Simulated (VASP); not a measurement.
# Ba7SrO8 (P1) in VASP: single point with r2SCAN

Aim: the single point of Ba7SrO8 with r2SCAN.

Everything below comes from runs of VASP 6.6.1. Logs are shortened: lines on timing, memory, paths and dates and some standing lists are left out, and cuts for length are marked.

## 1. The cell of the first run

The typed cell holds 64 atoms: a = 10.845 Å, b = 10.845 Å, c = 10.845 Å, α = 90.00°, β = 90.00°, γ = 90.00°.

## 2. Single point, r2SCAN

Contents of POSCAR:

```
Ba7SrO8
1.0
   10.8453250000      0.0000000000      0.0000000000
    0.0000000000     10.8453250000      0.0000000000
    0.0000000000      0.0000000000     10.8453250000
O Ba Sr
32 28 4
Direct
    0.2509250000      0.0012650000      0.9998940000
    0.2501190000      0.0004400000      0.4998820000
    0.2582680000      0.4986090000      0.0000590000
    0.2512630000      0.4999380000      0.5000600000
    0.7482140000      0.0087230000      0.0000750000
    0.7496690000      0.0016330000      0.5000930000
    0.7424720000      0.4929110000      0.0002380000
    0.7486090000      0.4989390000      0.5003300000
    0.9909320000      0.2519770000      0.0003270000
    0.9985620000      0.2503770000      0.5001500000
    0.9987880000      0.7491890000      0.9927670000
    0.9996510000      0.7499720000      0.5081190000
    0.5063590000      0.2566670000      0.0059420000
    0.5014590000      0.2517680000      0.4909620000
    0.5016210000      0.7411460000      0.0002990000
    0.5000680000      0.7488770000      0.5001150000
    0.9998310000      0.0004180000      0.2495590000
    0.9995670000      0.9926340000      0.7504520000
    0.9998290000      0.5002110000      0.2483130000
    0.9997080000      0.5073900000      0.7513640000
    0.5001980000      0.0088500000      0.2480610000
    0.5000190000      0.9998910000      0.7511490000
    0.5003020000      0.4929950000      0.2421560000
    0.5001730000      0.4994990000      0.7583230000
    0.2583800000      0.2505210000      0.2480280000
    0.2495810000      0.2503130000      0.7511430000
    0.2501360000      0.7500810000      0.2496480000
    0.2423860000      0.7498880000      0.7505220000
    0.7426550000      0.2506890000      0.2422060000
    0.7492400000      0.2505430000      0.7584910000
    0.7498400000      0.7502830000      0.2482840000
    0.7571210000      0.7500610000      0.7513270000
    0.9981540000      0.0002840000      0.9985900000
    0.9997640000      0.9988300000      0.5015560000
    0.9978940000      0.5001830000      0.9985070000
    0.9998770000      0.5016090000      0.5018240000
    0.5013660000      0.0038610000      0.0012560000
    0.4999840000      0.0018340000      0.4982210000
    0.4999960000      0.4986290000      0.4980070000
    0.2535170000      0.2517050000      0.0012480000
    0.2515340000      0.2503050000      0.4982270000
    0.2499680000      0.7484320000      0.9985690000
    0.2484710000      0.7500850000      0.5016220000
    0.7483310000      0.2503170000      0.4979530000
    0.7498160000      0.7482450000      0.9985210000
    0.7513110000      0.7502560000      0.5018240000
    0.2516350000      0.0019380000      0.2496490000
    0.2483680000      0.9987390000      0.7501920000
    0.2530590000      0.4985610000      0.2481320000
    0.2500440000      0.5013610000      0.7517210000
    0.7482410000      0.0033930000      0.2480880000
    0.7510750000      0.0004040000      0.7517550000
    0.7469990000      0.4973520000      0.2468670000
    0.7496150000      0.4999690000      0.7530280000
    0.9978710000      0.2504330000      0.2481220000
    0.9979770000      0.2503300000      0.7518310000
    0.9999110000      0.7502220000      0.2497880000
    0.5014140000      0.2517000000      0.7535610000
    0.5000830000      0.7481450000      0.2481630000
    0.4999640000      0.7483200000      0.7518220000
    0.5018770000      0.4966710000      0.0015570000
    0.7463330000      0.2522290000      0.0015650000
    0.9996640000      0.7500630000      0.7505060000
    0.5018220000      0.2521210000      0.2460210000
```

Contents of INCAR.step1:

```
SYSTEM = Ba7SrO8
PREC = Accurate
ENCUT = 520
ISMEAR = -1
SIGMA = 0.05
LREAL = Auto
LASPH = .TRUE.
NELM = 60
NBANDS = 294
GGA = PE
ALGO = Normal
EDIFF = 1E-4
LWAVE = .TRUE.
LCHARG = .FALSE.
```

Contents of INCAR.step2:

```
SYSTEM = Ba7SrO8
PREC = Accurate
ENCUT = 520
EDIFF = 1E-6
ISMEAR = -1
SIGMA = 0.05
LREAL = Auto
LASPH = .TRUE.
NELM = 60
ALGO = Normal
ISIF = 2
LWAVE = .FALSE.
LCHARG = .FALSE.
METAGGA = R2SCAN
LMIXTAU = .TRUE.
NBANDS = 294
ISTART = 1
```

Contents of KPOINTS:

```
regular mesh
0
G
  1 1 1
  0 0 0
```

Potentials or basis: VASP PAW PBE potentials, release 64 (O, Ba_sv, Sr_sv).

The run is started by

```
> cat potpaw_PBE.64/O/POTCAR potpaw_PBE.64/Ba_sv/POTCAR potpaw_PBE.64/Sr_sv/POTCAR > POTCAR
> cp INCAR.step1 INCAR
> mpirun -np 1 vasp_gam > vasp.out
> cp INCAR.step2 INCAR
> mpirun -np 1 vasp_gam > vasp.out
```

OUTCAR:

```text
SYSTEM = Ba7SrO8
   PREC = Accurate
   ENCUT = 520
   EDIFF = 1E-6
   ISMEAR = -1
   LREAL = Auto
   LASPH = .TRUE.
   NELM = 60
   ISIF = 2
   METAGGA = R2SCAN
   ISTART = 1

 ion  position               nearest neighbor table
   1  0.251  0.001  1.000-  48 2.71  47 2.71  40 2.72  37 2.72  33 2.74  42 2.74
   2  0.250  0.000  0.500-  38 2.71  41 2.71  47 2.71  48 2.71  34 2.72  43 2.72
   3  0.258  0.499  0.000-  61 2.64  40 2.68  49 2.69  50 2.69  42 2.71  35 2.82
   4  0.251  0.500  0.500-  39 2.70  41 2.71  43 2.71  36 2.73  50 2.73  49 2.73
   5  0.748  0.009  0.000-  62 2.64  37 2.68  51 2.69  52 2.69  33 2.71  45 2.83
   6  0.750  0.002  0.500-  44 2.70  38 2.71  34 2.71  46 2.73  52 2.73  51 2.73
[... 76 lines left out ...]
  58  0.501  0.252  0.754-  24 2.69  30 2.69  22 2.73  26 2.73  13 2.74  14 2.85  62 3.78  61 3.78
                            37 3.80  40 3.80  54 3.81  52 3.84  50 3.84  39 3.85  44 3.85  38 3.87
  59  0.500  0.748  0.248-  15 2.69  31 2.71  27 2.71  16 2.73  23 2.77  21 2.83  49 3.81  53 3.82
                            61 3.82  39 3.83  45 3.83  42 3.83  47 3.85  37 3.86  51 3.86  38 3.86
  60  0.500  0.748  0.752-  15 2.70  24 2.70  22 2.73  16 2.73  32 2.79  28 2.79  45 3.81  42 3.81
                            50 3.81  54 3.82  46 3.84  61 3.85  43 3.85  48 3.85  52 3.86  39 3.86
  61  0.502  0.497  0.002-  13 2.60   7 2.61  23 2.61  24 2.64   3 2.64  15 2.65  62 3.75  64 3.75
                            53 3.76  58 3.78  40 3.78  49 3.80  54 3.81  59 3.82  45 3.83  60 3.85
  62  0.746  0.252  0.002-  13 2.60  29 2.61   7 2.61  30 2.64   5 2.64   9 2.65  61 3.75  64 3.75
                            53 3.76  58 3.78  37 3.78  51 3.80  54 3.81  55 3.82  35 3.83  56 3.85
  63  1.000  0.750  0.751-  11 2.63  12 2.63  32 2.63  18 2.63  20 2.63  28 2.63  46 3.81  36 3.81
                            48 3.81  43 3.82  34 3.82  45 3.82  35 3.82  33 3.82  42 3.82  52 3.83
  64  0.502  0.252  0.246-  13 2.60  29 2.61  23 2.61  21 2.64  25 2.64  14 2.66  62 3.75  61 3.75
                            53 3.76  37 3.78  40 3.78  51 3.80  49 3.80  44 3.82  39 3.82  47 3.84

  LATTYP: Found a simple cubic cell.
 ALAT       =    10.8453250000

  Lattice vectors:

 A1 = (  10.8453250000,   0.0000000000,   0.0000000000)
 A2 = (   0.0000000000,  10.8453250000,   0.0000000000)
 A3 = (   0.0000000000,   0.0000000000,  10.8453250000)

Analysis of symmetry for initial positions (statically):
=====================================================================
 Subroutine PRICEL returns:
 Original cell was already a primitive cell.

 Routine SETGRP: Setting up the symmetry group for a
 simple cubic supercell.

 Subroutine GETGRP returns: Found  1 space group operations
 (whereof  1 operations were pure point group operations)
 out of a pool of 48 trial point group operations.

The static configuration has the point symmetry C_1 .

Analysis of symmetry for dynamics (positions and initial velocities):
=====================================================================
 Subroutine PRICEL returns:
 Original cell was already a primitive cell.

 Routine SETGRP: Setting up the symmetry group for a
 simple cubic supercell.

 Subroutine GETGRP returns: Found  1 space group operations
 (whereof  1 operations were pure point group operations)
 out of a pool of 48 trial point group operations.

The dynamic configuration has the point symmetry C_1 .

 Subroutine INISYM returns: Found  1 space group operations
 (whereof  1 operations are pure point group operations),
 and found     1 'primitive' translations

----------------------------------------------------------------------------------------

                                     Primitive cell

  volume of cell :    1275.6388

  direct lattice vectors                    reciprocal lattice vectors
    10.845325000  0.000000000  0.000000000     0.092205628  0.000000000  0.000000000
     0.000000000 10.845325000  0.000000000     0.000000000  0.092205628  0.000000000
     0.000000000  0.000000000 10.845325000     0.000000000  0.000000000  0.092205628

[... 147 lines left out ...]
     0.092205628  0.000000000  0.000000000     1.000000000  0.000000000  0.000000000
     0.000000000  0.092205628  0.000000000     0.000000000  1.000000000  0.000000000
     0.000000000  0.000000000  0.092205628     0.000000000  0.000000000  1.000000000

  Length of vectors
     0.092205628  0.092205628  0.092205628

  Shift w.r.t. Gamma in fractional coordinates (k-lattice)
     0.000000000  0.000000000  0.000000000

 Subroutine IBZKPT returns following result:
 ===========================================

 Found      1 irreducible k-points:

 Following reciprocal coordinates:
            Coordinates               Weight
  0.000000  0.000000  0.000000      1.000000
   k-points           NKPTS =      1   k-points in BZ     NKDIM =      1   number of bands    NBANDS=    294
   number of dos      NEDOS =    301   number of ions     NIONS =     64
   total plane-waves  NPLWV = 592704
   dimension x,y,z NGX =    84 NGY =   84 NGZ =   84
   dimension x,y,z NGXF=   168 NGYF=  168 NGZF=  168
   ions per type =              32  28   4
   NGX,Y,Z   is equivalent  to a cutoff of  12.88, 12.88, 12.88 a.u.
   NGXF,Y,Z  is equivalent  to a cutoff of  25.75, 25.75, 25.75 a.u.
 SYSTEM =  Ba7SrO8
   PREC   = accura    normal or accurate (medium, high low for compatibility)
   ISTART =      1    job   : 0-new  1-cont  2-samecut
   ICHARG =      0    charge: 1-file 2-atom 10-const
   ISPIN  =      1    spin polarized calculation?
   LNONCOLLINEAR =      F non collinear calculations
   LSORBIT =      F    spin-orbit coupling
   LASPH  =      T    aspherical Exc in radial PAW
   ENCUT  =  520.0 eV  38.22 Ry    6.18 a.u.  20.17 20.17 20.17*2*pi/ulx,y,z
   NELM   =     60;   NELMIN=  2; NELMDL=  0     # of ELM steps
   EDIFF  = 0.1E-05   stopping-criterion for ELM
   LREAL  =      T    real-space projection
   EDIFFG = 0.1E-04   stopping-criterion for IOM
   NSW    =      0    number of steps for IOM
   IBRION =     -1    ionic relax: 0-MD 1-quasi-New 2-CG
   NFREE  =      0    steps in history (QN), initial steepest desc. (CG)
   ISIF   =      2    stress and relaxation
   ISYM   =      2    0-nonsym 1-usesym 2-fastsym
   POTIM  = 0.5000    time-step for ionic-motion
   TEBEG  =    0.0;   TEEND  =   0.0 temperature during run
   PSTRESS=    0.0 pullay stress
   NELECT =     512.0000    total number of electrons
   NUPDOWN=      -1.0000    fix difference up-down
   EMIN   =  10.00;   EMAX   =-10.00  energy-range for DOS
   EFERMI =   0.00;   METHOD = LEGACY
   ISMEAR =    -1;   SIGMA  =   0.05  broadening in eV -4-tet -1-fermi 0-gaus
   EFERMI_NEDOS =   21; number of points for ismear=-14 and -15
   IALGO  =     38    algorithm
   IMIX   =      4    mixing-type and parameters
     AMIX     =   0.40;   BMIX     =  1.00
     AMIX_MAG =   1.60;   BMIX_MAG =  1.00
  volume/ion in A,a.u.               =      19.93       134.51
  Fermi-wavevector in a.u.,A,eV,Ry     =   1.207598  2.282029 19.841267  1.458292
  Thomas-Fermi vector in A             =   2.343231
   LORBIT       =      0    0 simple, 1 ext, 2 COOP (PROOUT), +10 PAW based schemes
   METAGGA = R2SCAN    functional components
   LHFCALC =     F    Hartree Fock is set to
   AEXX    =    0.0000 exact exchange contribution
   IVDW    =     0    specifies the selected vdW correction
   LEPSILON=     F    determine dielectric tensor
   LRPA    =     F    only Hartree local field effects (RPA)
 non-spin polarized calculation
  energy-cutoff  :      520.00
  volume of cell :     1275.64
 maximum number of plane-waves:     17229
 NGX is ok and might be reduce to    84
   NGX = 41   NGY = 41   NGZ = 41

 number of electron     512.0000097 magnetization

 Free energy of the ion-electron system (eV)
  ---------------------------------------------------
  ext. energy  EPLUGINS =         0.00000000
  ---------------------------------------------------
  free energy    TOTEN  =     -1160.52225313 eV

  energy without entropy =    -1160.52225312  energy(sigma->0) =    -1160.52225312

 E-fermi :   3.1205     XC(G=0): -10.3913

 val. band max:        2.0468904177   @ k =   0.0000   0.0000   0.0000
 cond. band min:       4.1862630170   @ k =   0.0000   0.0000   0.0000
 fundamental gap:      2.1393725993
 Fermi energy:         3.1204932445

 k-point     1 :       0.0000    0.0000    0.0000
  band No.  band energies     occupation
      1     -32.1982      2.00000
      2     -32.1970      2.00000
      3     -32.1704      2.00000
      4     -32.1601      2.00000
      5     -24.7299      2.00000
      6     -24.6092      2.00000
[... 260 lines left out ...]
    267       6.8680      0.00000
    268       6.8964      0.00000
 [bands above 268 left out]

------------------------ aborting loop because EDIFF is reached ----------------------------------------

  FORCE on cell =-STRESS in cart. coord.  units (eV):
  Direction    XX          YY          ZZ          XY          YZ          ZX
  --------------------------------------------------------------------------------------
  -------------------------------------------------------------------------------------
  Total       54.1942103     54.1921375     54.1872449      0.1387527      0.2107437      0.2119031
  in kB       68.0668670     68.0642637     68.0581187      0.1742706      0.2646900      0.2661462
  external PRESSURE =      68.0630832 kB  Pullay stress =       0.0000000 kB

 VOLUME and BASIS-vectors are now :
 -----------------------------------------------------------------------------
  energy-cutoff  :      520.00
  volume of cell :     1275.64
      direct lattice vectors                 reciprocal lattice vectors
    10.845325000  0.000000000  0.000000000     0.092205628  0.000000000  0.000000000
     0.000000000 10.845325000  0.000000000     0.000000000  0.092205628  0.000000000
     0.000000000  0.000000000 10.845325000     0.000000000  0.000000000  0.092205628

 POSITION                                       TOTAL-FORCE (eV/Angst)
 -----------------------------------------------------------------------------------
      2.72136      0.01372     10.84418         0.022076      0.022238     -0.000727
      2.71262      0.00477      5.42138         0.019657      0.020203      0.001905
      2.80100      5.40758      0.00064         0.124586     -0.005250     -0.001441
      2.72503      5.42199      5.42331         0.031303     -0.018397      0.008045
      8.11462      0.09460      0.00081        -0.003360      0.124559     -0.002150
      8.13040      0.01771      5.42367        -0.021180      0.033251      0.007068
[... 56 lines left out ...]
     10.84168      8.13468      8.13948        -0.000830     -0.003485      0.003539
      5.44242      2.73433      2.66818        -0.015054     -0.013394      0.023483
 -----------------------------------------------------------------------------------
    total drift:                               -0.005777      0.009824     -0.033314

  FREE ENERGIE OF THE ION-ELECTRON SYSTEM (eV)
  ---------------------------------------------------
  free  energy   TOTEN  =     -1160.5222531282 eV

  energy  without entropy=    -1160.5222531214  energy(sigma->0) =    -1160.52225312
```

Wall time 38 min (1 thread of Intel Xeon Platinum 8259CL at 2.50GHz (Skylake/Cascade Lake), shared host); peak memory 1.3 GiB.

What came out:

- Free energy: -1160.5223 eV
- Pressure: 6.8 GPa
- Largest force: 0.147 eV/Å
- Band gap on the k mesh: 2.14 eV

Forces in eV/Å, atoms in the order of the input:
```
O    0.022  0.022 -0.001
O    0.020  0.020  0.002
O    0.125 -0.005 -0.001
O    0.031 -0.018  0.008
O   -0.003  0.125 -0.002
O   -0.021  0.033  0.007
O   -0.105 -0.103 -0.004
O   -0.022 -0.022  0.008
O   -0.131  0.002 -0.012
O   -0.032  0.026 -0.002
O   -0.020 -0.023 -0.093
O   -0.014 -0.015  0.104
O    0.086  0.085  0.072
O    0.003  0.002 -0.117
O    0.003 -0.129 -0.012
O    0.024 -0.031 -0.002
O    0.030 -0.016  0.004
O    0.024 -0.132 -0.009
O    0.038  0.028  0.000
O    0.028  0.125  0.000
O   -0.022  0.079  0.018
O   -0.025 -0.033 -0.004
O   -0.019 -0.067 -0.089
O   -0.023  0.034  0.100
O    0.081 -0.023  0.022
O   -0.032 -0.024 -0.001
O   -0.020  0.034  0.005
O   -0.131  0.024 -0.010
O   -0.069 -0.018 -0.089
O    0.034 -0.024  0.097
O    0.028  0.037  0.002
O    0.124  0.027  0.000
Ba   0.036  0.004  0.028
Ba   0.006  0.029 -0.036
Ba   0.045 -0.015  0.030
Ba   0.003 -0.029 -0.045
Ba  -0.016 -0.075 -0.015
Ba  -0.006 -0.035  0.035
Ba  -0.007  0.026  0.037
Ba  -0.071 -0.015 -0.015
Ba  -0.034 -0.008  0.035
Ba   0.003  0.039  0.031
Ba   0.030  0.004 -0.036
Ba   0.024 -0.007  0.037
Ba  -0.014  0.045  0.029
Ba  -0.031  0.000 -0.045
Ba  -0.040 -0.041  0.011
Ba   0.035  0.034 -0.007
Ba  -0.078  0.034  0.043
Ba  -0.005 -0.026 -0.042
Ba   0.035 -0.078  0.045
Ba  -0.028 -0.006 -0.042
Ba   0.063  0.064  0.076
Ba   0.003  0.004 -0.075
Ba   0.043 -0.010  0.026
Ba   0.044 -0.012 -0.036
Ba  -0.004 -0.005  0.017
Ba  -0.015 -0.014 -0.074
Ba  -0.010  0.044  0.025
Ba  -0.009  0.044 -0.036
Sr  -0.019  0.024 -0.015
Sr   0.024 -0.020 -0.015
Sr  -0.001 -0.003  0.004
Sr  -0.015 -0.013  0.023
```

Caveat: the k points lie up to 0.58 Å⁻¹ apart; the PAW data sets were made with another functional, which shifts forces and pressure a little; spin-orbit coupling is left out, which moves the levels of the heavy elements. A k mesh can miss the band edges.
